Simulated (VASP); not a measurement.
# Sn (Fd-3m) in VASP: a series of runs, part 2 of 3

VASP 6.6.1.

## Step 3: Single point, LDA

Input file INCAR:

```
PREC = Accurate
ENCUT = 520
EDIFF = 1E-6
ISMEAR = -1
SIGMA = 0.02
LREAL = F
LASPH = T
NELM = 60
ALGO = Normal
ISIF = 2
LWAVE = F
LCHARG = T
GGA = CA
LELF = T
LVHAR = T
NBANDS = 21
```

Input file KPOINTS:

```
Automatic mesh
0
Gamma
  6 6 6
```

Input file POSCAR:

```
Sn
1.0
    0.0000000000      3.2844880277      3.2844880277
    3.2844880277      0.0000000000      3.2844880277
    3.2844880277      3.2844880277      0.0000000000
Sn
2
Direct
    0.0000000000      0.0000000000      0.0000000000
    0.2500000000      0.2500000000      0.2500000000
```

Potentials or basis: VASP PAW LDA potentials, release 64 (Sn_d).

Started as:

```console
> cat potpaw_LDA.64/Sn_d/POTCAR > POTCAR
> mpirun -np 1 vasp_std > vasp.out
```

OUTCAR:

```text
PREC = Accurate
   ENCUT = 520
   EDIFF = 1E-6
   ISMEAR = -1
   LREAL = F
   LASPH = T
   NELM = 60
   ISIF = 2
   GGA = CA

 ion  position               nearest neighbor table
   1  0.000  0.000  0.000-   2 2.84   2 2.84   2 2.84   2 2.84
   2  0.250  0.250  0.250-   1 2.84   1 2.84   1 2.84   1 2.84

  LATTYP: Found a face centered cubic cell.
 ALAT       =     6.5689760554

  Lattice vectors:

 A1 = (   0.0000000000,   3.2844880277,   3.2844880277)
 A2 = (   3.2844880277,   0.0000000000,   3.2844880277)
 A3 = (   3.2844880277,   3.2844880277,   0.0000000000)

Analysis of symmetry for initial positions (statically):
=====================================================================
 Subroutine PRICEL returns:
 Original cell was already a primitive cell.

 Routine SETGRP: Setting up the symmetry group for a
 face centered cubic supercell.

 Subroutine GETGRP returns: Found 48 space group operations
 (whereof 24 operations were pure point group operations)
 out of a pool of 48 trial point group operations.

The static configuration has the point symmetry T_d .
 The point group associated with its full space group is O_h .

Analysis of symmetry for dynamics (positions and initial velocities):
=====================================================================
 Subroutine PRICEL returns:
 Original cell was already a primitive cell.

 Routine SETGRP: Setting up the symmetry group for a
 face centered cubic supercell.

 Subroutine GETGRP returns: Found 48 space group operations
 (whereof 24 operations were pure point group operations)
 out of a pool of 48 trial point group operations.

The dynamic configuration has the point symmetry T_d .
 The point group associated with its full space group is O_h .

 Subroutine INISYM returns: Found 48 space group operations
 (whereof 24 operations are pure point group operations),
 and found     1 'primitive' translations

----------------------------------------------------------------------------------------

                                     Primitive cell

  volume of cell :      70.8652

  direct lattice vectors                    reciprocal lattice vectors
     0.000000000  3.284488028  3.284488028    -0.152230727  0.152230727  0.152230727
     3.284488028  0.000000000  3.284488028     0.152230727 -0.152230727  0.152230727
     3.284488028  3.284488028  0.000000000     0.152230727  0.152230727 -0.152230727

  length of vectors
     4.644967514  4.644967514  4.644967514     0.263671353  0.263671353  0.263671353

  position of ions in fractional coordinates (direct lattice)
     0.000000000  0.000000000  0.000000000
     0.250000000  0.250000000  0.250000000

  ion indices of the primitive-cell ions
   primitive index   ion index
                 1           1
                 2           2

----------------------------------------------------------------------------------------

 KPOINTS: Automatic mesh

Automatic generation of k-mesh.
 Grid dimensions read from file:
 generate k-points for:    6    6    6

 Generating k-lattice:

  Cartesian coordinates                     Fractional coordinates (reciprocal lattice)
    -0.025371788  0.025371788  0.025371788     0.166666667  0.000000000  0.000000000
     0.025371788 -0.025371788  0.025371788     0.000000000  0.166666667  0.000000000
     0.025371788  0.025371788 -0.025371788     0.000000000  0.000000000  0.166666667

  Length of vectors
     0.043945226  0.043945226  0.043945226

  Shift w.r.t. Gamma in fractional coordinates (k-lattice)
     0.000000000  0.000000000  0.000000000

 Subroutine IBZKPT returns following result:
 ===========================================

 Found     16 irreducible k-points:

 Following reciprocal coordinates:
            Coordinates               Weight
  0.000000  0.000000  0.000000      1.000000
  0.166667  0.000000  0.000000      8.000000
  0.333333  0.000000  0.000000      8.000000
  0.500000  0.000000  0.000000      4.000000
  0.166667  0.166667  0.000000      6.000000
  0.333333  0.166667  0.000000     24.000000
[... 8 lines left out ...]
 -0.333333  0.333333  0.166667     24.000000
 -0.333333  0.500000  0.166667     12.000000
   k-points           NKPTS =     16   k-points in BZ     NKDIM =     16   number of bands    NBANDS=     21
   number of dos      NEDOS =    301   number of ions     NIONS =      2
   total plane-waves  NPLWV =  46656
   dimension x,y,z NGX =    36 NGY =   36 NGZ =   36
   dimension x,y,z NGXF=    72 NGYF=   72 NGZF=   72
   ions per type =               2
   NGX,Y,Z   is equivalent  to a cutoff of  12.88, 12.88, 12.88 a.u.
   NGXF,Y,Z  is equivalent  to a cutoff of  25.77, 25.77, 25.77 a.u.
 SYSTEM =  unknown system
   PREC   = accura    normal or accurate (medium, high low for compatibility)
   ISTART =      0    job   : 0-new  1-cont  2-samecut
   ICHARG =      2    charge: 1-file 2-atom 10-const
   ISPIN  =      1    spin polarized calculation?
   LNONCOLLINEAR =      F non collinear calculations
   LSORBIT =      F    spin-orbit coupling
   LASPH  =      T    aspherical Exc in radial PAW
   ENCUT  =  520.0 eV  38.22 Ry    6.18 a.u.   8.64  8.64  8.64*2*pi/ulx,y,z
   NELM   =     60;   NELMIN=  2; NELMDL= -5     # of ELM steps
   EDIFF  = 0.1E-05   stopping-criterion for ELM
   LREAL  =      F    real-space projection
   EDIFFG = 0.1E-04   stopping-criterion for IOM
   NSW    =      0    number of steps for IOM
   IBRION =     -1    ionic relax: 0-MD 1-quasi-New 2-CG
   NFREE  =      0    steps in history (QN), initial steepest desc. (CG)
   ISIF   =      2    stress and relaxation
   ISYM   =      2    0-nonsym 1-usesym 2-fastsym
   POTIM  = 0.5000    time-step for ionic-motion
   TEBEG  =    0.0;   TEEND  =   0.0 temperature during run
   PSTRESS=    0.0 pullay stress
   NELECT =      28.0000    total number of electrons
   NUPDOWN=      -1.0000    fix difference up-down
   EMIN   =  10.00;   EMAX   =-10.00  energy-range for DOS
   EFERMI =   0.00;   METHOD = LEGACY
   ISMEAR =    -1;   SIGMA  =   0.02  broadening in eV -4-tet -1-fermi 0-gaus
   EFERMI_NEDOS =   21; number of points for ismear=-14 and -15
   IALGO  =     38    algorithm
   IMIX   =      4    mixing-type and parameters
     AMIX     =   0.40;   BMIX     =  1.00
     AMIX_MAG =   1.60;   BMIX_MAG =  1.00
  volume/ion in A,a.u.               =      35.43       239.11
  Fermi-wavevector in a.u.,A,eV,Ry     =   1.201295  2.270119 19.634713  1.443111
  Thomas-Fermi vector in A             =   2.337108
   LORBIT       =      0    0 simple, 1 ext, 2 COOP (PROOUT), +10 PAW based schemes
   GGA     = CA    functional components
   LHFCALC =     F    Hartree Fock is set to
   AEXX    =    0.0000 exact exchange contribution
   IVDW    =     0    specifies the selected vdW correction
   LEPSILON=     F    determine dielectric tensor
   LRPA    =     F    only Hartree local field effects (RPA)
 non-spin polarized calculation
  energy-cutoff  :      520.00
  volume of cell :       70.87
 maximum number of plane-waves:      1932
 NGX is ok and might be reduce to    36
   NGX = 17   NGY = 17   NGZ = 17

 number of electron      27.9999985 magnetization

 Free energy of the ion-electron system (eV)
  ---------------------------------------------------
  ext. energy  EPLUGINS =         0.00000000
  ---------------------------------------------------
  free energy    TOTEN  =        -8.89072556 eV

  energy without entropy =       -8.89020111  energy(sigma->0) =       -8.89046333

 E-fermi :   4.8222     XC(G=0):  -9.0342

 val. band max:        4.8221695120   @ k =   0.5000   0.0000   0.0000
 cond. band min:       4.9937745543   @ k =   0.3333   0.0000   0.0000
 fundamental gap:      0.1716050423
 Fermi energy:         4.8222380669

 k-point     1 :       0.0000    0.0000    0.0000
  band No.  band energies     occupation
      1     -16.5484      2.00000
      2     -16.5484      2.00000
      3     -16.5484      2.00000
      4     -16.4922      2.00000
      5     -16.4922      2.00000
      6     -16.2088      2.00000
[... 13 lines left out ...]
     20      12.9397      0.00000
     21      12.9397      0.00000
[... 337 lines left out ...]
 k-point    16 :      -0.3333    0.5000    0.1667
  band No.  band energies     occupation
      1     -16.6081      2.00000
      2     -16.6081      2.00000
      3     -16.4336      2.00000
      4     -16.4336      2.00000
      5     -16.3495      2.00000
      6     -16.3495      2.00000
[... 13 lines left out ...]
     20      13.7619      0.00000
     21      15.0400      0.00000

------------------------ aborting loop because EDIFF is reached ----------------------------------------

  FORCE on cell =-STRESS in cart. coord.  units (eV):
  Direction    XX          YY          ZZ          XY          YZ          ZX
  --------------------------------------------------------------------------------------
  -------------------------------------------------------------------------------------
  Total       -0.7630814     -0.7630814     -0.7630814     -0.0000000      0.0000000     -0.0000000
  in kB      -17.2523558    -17.2523558    -17.2523558     -0.0000000      0.0000000     -0.0000000
  external PRESSURE =     -17.2523558 kB  Pullay stress =       0.0000000 kB

 VOLUME and BASIS-vectors are now :
 -----------------------------------------------------------------------------
  energy-cutoff  :      520.00
  volume of cell :       70.87
      direct lattice vectors                 reciprocal lattice vectors
     0.000000000  3.284488028  3.284488028    -0.152230727  0.152230727  0.152230727
     3.284488028  0.000000000  3.284488028     0.152230727 -0.152230727  0.152230727
     3.284488028  3.284488028  0.000000000     0.152230727  0.152230727 -0.152230727

 POSITION                                       TOTAL-FORCE (eV/Angst)
 -----------------------------------------------------------------------------------
      0.00000      0.00000      0.00000        -0.000000     -0.000000     -0.000000
      1.64224      1.64224      1.64224         0.000000      0.000000      0.000000
 -----------------------------------------------------------------------------------
    total drift:                                0.000000      0.000000      0.000000

  FREE ENERGIE OF THE ION-ELECTRON SYSTEM (eV)
  ---------------------------------------------------
  free  energy   TOTEN  =        -8.8907255567 eV

  energy  without entropy=       -8.8902011097  energy(sigma->0) =       -8.89046333
```

OSZICAR:

```text
N       E                     dE             d eps       ncg     rms          rms(c)
DAV:   1     0.227342111618E+03    0.22734E+03   -0.14389E+04   682   0.186E+03
DAV:   2     0.173156004226E+02   -0.21003E+03   -0.20580E+03   677   0.452E+02
DAV:   3    -0.807850944399E+01   -0.25394E+02   -0.25206E+02   767   0.143E+02
DAV:   4    -0.897195214352E+01   -0.89344E+00   -0.89301E+00   772   0.299E+01
DAV:   5    -0.900875138607E+01   -0.36799E-01   -0.36798E-01   993   0.570E+00    0.313E+00
DAV:   6    -0.892984870293E+01    0.78903E-01   -0.36760E-02   834   0.217E+00    0.177E+00
DAV:   7    -0.889007339961E+01    0.39775E-01   -0.56013E-02   742   0.207E+00    0.144E-01
DAV:   8    -0.889062430461E+01   -0.55091E-03   -0.50927E-03   782   0.766E-01    0.543E-02
DAV:   9    -0.889072647707E+01   -0.10217E-03   -0.16483E-04   879   0.915E-02    0.133E-02
DAV:  10    -0.889072503579E+01    0.14413E-05   -0.12121E-05   903   0.361E-02    0.373E-03
DAV:  11    -0.889072555668E+01   -0.52089E-06   -0.97809E-07   581   0.728E-03
   1 F= -.88907256E+01 E0= -.88904633E+01  d E =-.524447E-03
```

stdout:

```text
POSCAR found type information on POSCAR Sn
 POSCAR found :  1 types and       2 ions
 scaLAPACK will be used
 LDA part: xc-table for (Slater(with rela. corr.)+CA(PZ))
 , standard interpolation
 POSCAR, INCAR and KPOINTS ok, starting setup
 FFT: planning ... GRIDC
 FFT: planning ... GRID_SOFT
 FFT: planning ... GRID
 WAVECAR not read
 entering main loop
```

Run time: 13 s. Hardware: 1 thread of AMD EPYC 9R45 (Zen 5), shared host; peak memory 0.14 GiB.

Results:

- Free energy: -8.8907 eV
- Pressure: -1.7 GPa
- Band gap on the k mesh: zero (band 14 reaches 5.08 eV, above the bottom of band 15 at 4.82 eV)

Caveat: spin-orbit coupling is left out, which moves the levels of the heavy elements.

## Step 4: Single point, PBE

This run uses another cell than the first one, of 36.85 Å³/atom, 1.040 times its volume.

Input file INCAR:

```
SYSTEM = Sn
PREC = Accurate ; ENCUT = 520
EDIFF = 1E-6 ; ISMEAR = -1
SIGMA = 0.02 ; LREAL = .False.
LASPH = .True. ; NELM = 60
ALGO = Normal ; ISIF = 2
LWAVE = .False. ; LCHARG = .False.
GGA = PE ; NBANDS = 21
```

Input file KPOINTS:

```
regular mesh
0
Gamma
  6 6 6
  0 0 0
```

Input file POSCAR:

```
Sn
1.0
    0.0000000000      3.3277220153      3.3277220153
    3.3277220153      0.0000000000      3.3277220153
    3.3277220153      3.3277220153      0.0000000000
Sn
2
Direct
    0.0000000000      0.0000000000      0.0000000000
    0.2500000000      0.2500000000      0.2500000000
```

Potentials or basis: VASP PAW PBE potentials, release 64 (Sn_d).

Started as:

```console
> cat potpaw_PBE.64/Sn_d/POTCAR > POTCAR
> mpirun -np 1 vasp_std > vasp.out
```

Run time: 14 s. Hardware: 1 thread of AMD EPYC 9R45 (Zen 5), shared host; peak memory 0.17 GiB.

The run converged. Its results:

```yaml
Free_energy: -7.6604 eV
Pressure: 0.0 GPa
Band_gap_on_the_k_mesh: zero (band 14 reaches 4.97 eV, above the bottom of band 15 at 4.73 eV)
```

Levels at points of the mesh, in eV from the Fermi level:
| k point | band 12 | band 13 | band 14 | band 15 | band 16 | band 17 |
| --- | --- | --- | --- | --- | --- | --- |
| (0.00, 0.00, 0.00) | -1.01 | 0.23 | 0.23 | 0.23 | 2.29 | 2.29 |
| (0.50, 0.00, 0.00) | -5.89 | -0.86 | -0.86 | 0.00 | 3.34 | 3.34 |
| (0.50, 0.50, 0.00) | -7.12 | -2.08 | -2.08 | 1.04 | 1.04 | 7.39 |

Caveat: spin-orbit coupling is left out, which moves the levels of the heavy elements.

(Continued in part 3 of 3.)
